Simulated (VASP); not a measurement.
# Nb2MoN3 (P4/mmm) in VASP: single point with PBE

Aim: the single point of Nb2MoN3 with PBE.

Everything below comes from runs of VASP 6.6.1. Logs are shortened: lines on timing, memory, paths and dates and some standing lists are left out, and cuts for length are marked.

### Step 1. The cell of the first run

The structure is tetragonal, space group P4/mmm (No. 123). Conventional cell: a = 2.745 Å, b = 2.745 Å, c = 8.101 Å, α = 90.00°, β = 90.00°, γ = 90.00°. Within 3.1 Å of Nb (site symmetry 4mm) lie 8 N at 2.37 to 2.38 Å and 1 Mo at 2.68 Å and 5 Nb at 2.73 to 2.75 Å. Within 3.1 Å of Mo (site symmetry 4/mmm) lie 8 N at 2.34 Å and 2 Nb at 2.68 Å and 4 Mo at 2.75 Å. Within 3.1 Å of N (site symmetry 4mm) lie 4 Mo at 2.34 Å and 4 Nb at 2.38 Å and 6 N at 2.62 to 2.75 Å. N (site symmetry 4/mmm) has 8 Nb at 2.37 Å and 6 N at 2.74 to 2.75 Å within 3.1 Å.

The cell was generated, and may not be a known phase.

### Step 2. Single point, PBE, collinear spin

The input, INCAR:

```
SYSTEM = Nb2MoN3
PREC = Accurate
ENCUT = 600
EDIFF = 1E-6
ISMEAR = 0
SIGMA = 0.15
LREAL = .FALSE.
LASPH = .TRUE.
NELM = 200
ALGO = Normal
ISIF = 2
LWAVE = .FALSE.
LCHARG = .FALSE.
ISPIN = 2
MAGMOM = 0 0 1 0 0 0
LORBIT = 11
LMAXMIX = 4
GGA = PE
NBANDS = 40
GGA_COMPAT = .FALSE.
```

The input, KPOINTS:

```
regular mesh
0
G
  4 4 2
  0 0 0
```

The input, POSCAR:

```
Nb2MoN3
1.0
    2.7450465537      0.0000000000      0.0000000000
    0.0000000000      2.7450465537      0.0000000000
    0.0000000000      0.0000000000      8.1014209756
Nb Mo N
2 1 3
Direct
    0.0000000000      0.0000000000      0.3314159646
    0.0000000000      0.0000000000      0.6685840354
    0.0000000000      0.0000000000      0.0000000000
    0.5000000000      0.5000000000      0.1615758677
    0.5000000000      0.5000000000      0.5000000000
    0.5000000000      0.5000000000      0.8384241323
```

Potentials or basis: VASP PAW PBE potentials, release 64 (Nb_sv, Mo_sv, N).

Command:

```sh
> cat potpaw_PBE.64/Nb_sv/POTCAR potpaw_PBE.64/Mo_sv/POTCAR potpaw_PBE.64/N/POTCAR > POTCAR
> mpirun -np 1 vasp_std > vasp.out
```

OUTCAR:

```text
SYSTEM = Nb2MoN3
   PREC = Accurate
   ENCUT = 600
   EDIFF = 1E-6
   ISMEAR = 0
   LREAL = .FALSE.
   LASPH = .TRUE.
   NELM = 200
   ISIF = 2
   ISPIN = 2
   LORBIT = 11
   GGA = PE

 ion  position               nearest neighbor table
   1  0.000  0.000  0.331-   5 2.37   5 2.37   5 2.37   5 2.37   4 2.38   4 2.38   4 2.38   4 2.38
                             3 2.68   2 2.73
   2  0.000  0.000  0.669-   5 2.37   5 2.37   5 2.37   5 2.37   6 2.38   6 2.38   6 2.38   6 2.38
                             3 2.68   1 2.73
   3  0.000  0.000  0.000-   4 2.34   6 2.34   4 2.34   6 2.34   4 2.34   6 2.34   4 2.34   6 2.34
                             1 2.68   2 2.68
   4  0.500  0.500  0.162-   3 2.34   3 2.34   3 2.34   3 2.34   1 2.38   1 2.38   1 2.38   1 2.38

   5  0.500  0.500  0.500-   1 2.37   2 2.37   1 2.37   2 2.37   1 2.37   2 2.37   1 2.37   2 2.37

   6  0.500  0.500  0.838-   3 2.34   3 2.34   3 2.34   3 2.34   2 2.38   2 2.38   2 2.38   2 2.38

  LATTYP: Found a simple tetragonal cell.
 ALAT       =     2.7450465537
 C/A-ratio  =     2.9512872795

  Lattice vectors:

 A1 = (   2.7450465537,   0.0000000000,   0.0000000000)
 A2 = (   0.0000000000,   2.7450465537,   0.0000000000)
 A3 = (   0.0000000000,   0.0000000000,   8.1014209756)

Analysis of symmetry for initial positions (statically):
=====================================================================
 Subroutine PRICEL returns:
 Original cell was already a primitive cell.

 Routine SETGRP: Setting up the symmetry group for a
 simple tetragonal supercell.

 Subroutine GETGRP returns: Found 16 space group operations
 (whereof 16 operations were pure point group operations)
 out of a pool of 16 trial point group operations.

The static configuration has the point symmetry D_4h.

Analysis of symmetry for dynamics (positions and initial velocities):
=====================================================================
 Subroutine PRICEL returns:
 Original cell was already a primitive cell.

 Routine SETGRP: Setting up the symmetry group for a
 simple tetragonal supercell.

 Subroutine GETGRP returns: Found 16 space group operations
 (whereof 16 operations were pure point group operations)
 out of a pool of 16 trial point group operations.

The dynamic configuration has the point symmetry D_4h.

Analysis of structural, dynamic, and magnetic symmetry:
=====================================================================
 Subroutine PRICEL returns:
 Original cell was already a primitive cell.

 Routine SETGRP: Setting up the symmetry group for a
 simple tetragonal supercell.

 Subroutine GETGRP returns: Found 16 space group operations
 (whereof 16 operations were pure point group operations)
 out of a pool of 16 trial point group operations.

The overall configuration has the point symmetry D_4h.

 Subroutine INISYM returns: Found 16 space group operations
 (whereof 16 operations are pure point group operations),
 and found     1 'primitive' translations

----------------------------------------------------------------------------------------

                                     Primitive cell

  volume of cell :      61.0465

  direct lattice vectors                    reciprocal lattice vectors
     2.745046554  0.000000000  0.000000000     0.364292547  0.000000000  0.000000000
     0.000000000  2.745046554  0.000000000     0.000000000  0.364292547  0.000000000
     0.000000000  0.000000000  8.101420976     0.000000000  0.000000000  0.123435136

  length of vectors
     2.745046554  2.745046554  8.101420976     0.364292547  0.364292547  0.123435136

  position of ions in fractional coordinates (direct lattice)
     0.000000000  0.000000000  0.331415965
     0.000000000  0.000000000  0.668584035
     0.000000000  0.000000000  0.000000000
     0.500000000  0.500000000  0.161575868
     0.500000000  0.500000000  0.500000000
     0.500000000  0.500000000  0.838424132

  ion indices of the primitive-cell ions
   primitive index   ion index
                 1           1
                 2           2
                 3           3
                 4           4
[... 39 lines left out ...]
  0.500000  0.000000  0.500000      2.000000
  0.250000  0.250000  0.500000      4.000000
  0.500000  0.250000  0.500000      4.000000
  0.500000  0.500000  0.500000      1.000000
   k-points           NKPTS =     12   k-points in BZ     NKDIM =     12   number of bands    NBANDS=     40
   number of dos      NEDOS =    301   number of ions     NIONS =      6
   total plane-waves  NPLWV =  40320
   dimension x,y,z NGX =    24 NGY =   24 NGZ =   70
   dimension x,y,z NGXF=    48 NGYF=   48 NGZF=  140
   ions per type =               2   1   3
   NGX,Y,Z   is equivalent  to a cutoff of  14.53, 14.53, 14.36 a.u.
   NGXF,Y,Z  is equivalent  to a cutoff of  29.07, 29.07, 28.73 a.u.
 SYSTEM =  Nb2MoN3
   PREC   = accura    normal or accurate (medium, high low for compatibility)
   ISTART =      0    job   : 0-new  1-cont  2-samecut
   ICHARG =      2    charge: 1-file 2-atom 10-const
   ISPIN  =      2    spin polarized calculation?
   LNONCOLLINEAR =      F non collinear calculations
   LSORBIT =      F    spin-orbit coupling
   LASPH  =      T    aspherical Exc in radial PAW
   ENCUT  =  600.0 eV  44.10 Ry    6.64 a.u.   5.48  5.48 16.18*2*pi/ulx,y,z
   NELM   =    200;   NELMIN=  2; NELMDL= -5     # of ELM steps
   EDIFF  = 0.1E-05   stopping-criterion for ELM
   LREAL  =      F    real-space projection
   EDIFFG = 0.1E-04   stopping-criterion for IOM
   NSW    =      0    number of steps for IOM
   IBRION =     -1    ionic relax: 0-MD 1-quasi-New 2-CG
   NFREE  =      0    steps in history (QN), initial steepest desc. (CG)
   ISIF   =      2    stress and relaxation
   ISYM   =      2    0-nonsym 1-usesym 2-fastsym
   POTIM  = 0.5000    time-step for ionic-motion
   TEBEG  =    0.0;   TEEND  =   0.0 temperature during run
   PSTRESS=    0.0 pullay stress
   NELECT =      55.0000    total number of electrons
   NUPDOWN=      -1.0000    fix difference up-down
   EMIN   =  10.00;   EMAX   =-10.00  energy-range for DOS
   EFERMI =   0.00;   METHOD = LEGACY
   ISMEAR =     0;   SIGMA  =   0.15  broadening in eV -4-tet -1-fermi 0-gaus
   EFERMI_NEDOS =   21; number of points for ismear=-14 and -15
   IALGO  =     38    algorithm
   IMIX   =      4    mixing-type and parameters
     AMIX     =   0.40;   BMIX     =  1.00
     AMIX_MAG =   1.60;   BMIX_MAG =  1.00
  volume/ion in A,a.u.               =      10.17        68.66
  Fermi-wavevector in a.u.,A,eV,Ry     =   1.581159  2.987957 34.015429  2.500063
  Thomas-Fermi vector in A             =   2.681277
   LORBIT       =     11    0 simple, 1 ext, 2 COOP (PROOUT), +10 PAW based schemes
   GGA     = PE    functional components
   LHFCALC =     F    Hartree Fock is set to
   AEXX    =    0.0000 exact exchange contribution
   IVDW    =     0    specifies the selected vdW correction
   LEPSILON=     F    determine dielectric tensor
   LRPA    =     F    only Hartree local field effects (RPA)
 spin polarized calculation
 Gauss-broadening in eV      SIGMA  =   0.15
  energy-cutoff  :      600.00
  volume of cell :       61.05
 maximum number of plane-waves:      2072
 NGX is ok and might be reduce to    24
   NGX = 11   NGY = 11   NGZ = 33

 number of electron      54.9999995 magnetization       0.0006911

 Free energy of the ion-electron system (eV)
  ---------------------------------------------------
  ext. energy  EPLUGINS =         0.00000000
  ---------------------------------------------------
  free energy    TOTEN  =       -57.22032848 eV

  energy without entropy =      -57.18422427  energy(sigma->0) =      -57.20227637

 E-fermi :  13.8147     XC(G=0): -13.7093

 val. band max:       13.7502898817   @ k =   0.5000   0.0000   0.0000
 cond. band min:      13.8730300394   @ k =   0.5000   0.2500   0.0000
 fundamental gap:      0.1227401577
 Fermi energy:        13.8146739491

 spin component 1

 k-point     1 :       0.0000    0.0000    0.0000
  band No.  band energies     occupation
      1     -48.3836      1.00000
      2     -42.2085      1.00000
      3     -42.1157      1.00000
      4     -22.6846      1.00000
      5     -21.9666      1.00000
      6     -21.9666      1.00000
[... 493 lines left out ...]
     38      19.5113      0.00000
     39      19.6348      0.00000
 Fermi energy:        13.8146739491

 spin component 2

 k-point     1 :       0.0000    0.0000    0.0000
  band No.  band energies     occupation
      1     -48.3835      1.00000
      2     -42.2084      1.00000
      3     -42.1156      1.00000
      4     -22.6845      1.00000
      5     -21.9665      1.00000
      6     -21.9665      1.00000
[... 493 lines left out ...]
     38      19.5115      0.00000
     39      19.6350      0.00000
 [bands above 39 left out]

------------------------ aborting loop because EDIFF is reached ----------------------------------------

  FORCE on cell =-STRESS in cart. coord.  units (eV):
  Direction    XX          YY          ZZ          XY          YZ          ZX
  --------------------------------------------------------------------------------------
  -------------------------------------------------------------------------------------
  Total       -0.2043646     -0.2043646     -0.2595331      0.0000000      0.0000000      0.0000000
  in kB       -5.3635899     -5.3635899     -6.8115002      0.0000000      0.0000000      0.0000000
  external PRESSURE =      -5.8462267 kB  Pullay stress =       0.0000000 kB

 VOLUME and BASIS-vectors are now :
 -----------------------------------------------------------------------------
  energy-cutoff  :      600.00
  volume of cell :       61.05
      direct lattice vectors                 reciprocal lattice vectors
     2.745046554  0.000000000  0.000000000     0.364292547  0.000000000  0.000000000
     0.000000000  2.745046554  0.000000000     0.000000000  0.364292547  0.000000000
     0.000000000  0.000000000  8.101420976     0.000000000  0.000000000  0.123435136

 POSITION                                       TOTAL-FORCE (eV/Angst)
 -----------------------------------------------------------------------------------
      0.00000      0.00000      2.68494        -0.000000      0.000000     -0.015553
      0.00000      0.00000      5.41648        -0.000000      0.000000      0.015553
      0.00000      0.00000      0.00000        -0.000000      0.000000      0.000000
      1.37252      1.37252      1.30899         0.000000     -0.000000      0.053961
      1.37252      1.37252      4.05071        -0.000000      0.000000      0.000000
      1.37252      1.37252      6.79243         0.000000     -0.000000     -0.053961
 -----------------------------------------------------------------------------------
    total drift:                                0.000000     -0.000000      0.000000

  FREE ENERGIE OF THE ION-ELECTRON SYSTEM (eV)
  ---------------------------------------------------
  free  energy   TOTEN  =       -57.2203284835 eV

  energy  without entropy=      -57.1842242656  energy(sigma->0) =      -57.20227637

 total charge

# of ion       s       p       d       tot
------------------------------------------
    1        2.157   6.037   2.549  10.743
    2        2.157   6.037   2.549  10.743
    3        2.275   6.185   3.976  12.435
    4        1.234   2.403   0.000   3.637
    5        1.232   2.426   0.000   3.657
    6        1.234   2.403   0.000   3.637
--------------------------------------------------
tot         10.288  25.490   9.074  44.851

 magnetization (x)

# of ion       s       p       d       tot
------------------------------------------
    1        0.000   0.000   0.000   0.000
    2        0.000   0.000   0.000   0.000
    3        0.000   0.000   0.000   0.000
    4       -0.000  -0.000   0.000  -0.000
    5       -0.000  -0.000   0.000  -0.000
    6       -0.000  -0.000   0.000  -0.000
--------------------------------------------------
tot          0.000  -0.000   0.000   0.000
```

It took 2 min on 1 thread of Intel Xeon 8259CL, shared host; peak memory 0.25 GiB.

Results:

```yaml
Free_energy: -57.2203 eV
Pressure: -0.6 GPa
Largest_force: 0.054 eV/Å
Net_moment: 0.00 μB per cell
Valence_electrons_inside_the_program's_atomic_spheres: Nb 10.74; Mo 12.44; N 3.64, 3.66 (each value once)
```

Forces in eV/Å, atoms in the order of the input:
```
Nb   0.000  0.000 -0.016
Nb   0.000  0.000  0.016
Mo   0.000  0.000  0.000
N    0.000  0.000  0.054
N    0.000  0.000  0.000
N    0.000  0.000 -0.054
```

Levels at points of the mesh, in eV from the Fermi level:
Spin up:
```tsv
k point	band 26	band 27	band 28	band 29	band 30	band 31
(0.00, 0.00, 0.00)	-2.30	-2.30	-2.05	0.96	1.38	1.69
(0.50, 0.00, 0.00)	-2.48	-2.22	-0.06	0.84	1.08	1.49
(0.50, 0.50, 0.00)	0.26	0.26	0.68	1.63	2.21	3.69
(0.00, 0.00, 0.50)	-2.91	-2.91	-1.93	-1.53	1.69	2.65
(0.50, 0.00, 0.50)	-2.78	-1.69	-0.31	0.18	0.27	1.91
(0.50, 0.50, 0.50)	-1.51	1.38	1.38	1.74	1.74	2.71
```
Spin down:
```tsv
k point	band 25	band 26	band 27	band 28	band 29	band 30	band 31	band 32
(0.00, 0.00, 0.00)	-3.61	-2.30	-2.30	-2.05	0.96	1.38	1.69	2.50
(0.50, 0.00, 0.00)	-2.74	-2.48	-2.22	-0.06	0.84	1.08	1.49	1.50
(0.50, 0.50, 0.00)	-1.48	0.26	0.26	0.68	1.63	2.21	3.69	3.72
(0.00, 0.00, 0.50)	-2.92	-2.91	-2.91	-1.93	-1.53	1.69	2.65	2.65
(0.50, 0.00, 0.50)	-2.84	-2.78	-1.69	-0.31	0.18	0.28	1.91	2.37
(0.50, 0.50, 0.50)	-2.22	-1.51	1.38	1.38	1.74	1.74	2.71	3.05
```

Caveat: the k points lie up to 0.57 Å⁻¹ apart.
